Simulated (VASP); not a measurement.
Al, 4 atoms in the cell. Symmetry: P4/mmm, No. 123, tetragonal system. The conventional cell has a = 6.364 Å, b = 6.364 Å, c = 2.737 Å, α = 90.00°, β = 90.00°, γ = 90.00°. Al (site symmetry m2m) has 5 Al at 2.63 to 2.74 Å within 3.5 Å. 

| Property | Result |
| --- | --- |
| Program | VASP 6.6.1 |
| Task | relaxation of cell and atoms |
| Functional | PBE |
| Potentials or basis | VASP PAW PBE potentials, release 64 (Al) |
| Cutoff | 600 eV |
| k mesh | 8 × 8 × 16 |
| Occupations | gaussian, width 0.1 eV |
| Spin | no spin polarisation |
| Dipole correction | no |
| Further INCAR settings | ALGO = Fast; EDIFF = 1e-06; IBRION = 2; EDIFFG = -0.01; NSW = 100; ISIF = 3 |

Potentials or basis: VASP PAW PBE potentials, release 64 (Al).

The run is started by

```sh
$ cat potpaw_PBE.64/Al/POTCAR > POTCAR
$ mpirun -np 1 vasp_std > vasp.out
```

Hardware: 1 thread of Intel(R) Xeon(R) Platinum 8559C (Emerald Rapids), with other jobs on the host.

Estimate the wall time of this run.

Run time: 3 min on 1 thread of Intel(R) Xeon(R) Platinum 8559C (Emerald Rapids), with other jobs on the host, peak memory 0.34 GiB. Counts: scf iterations 28, k points 135, ion steps 3.
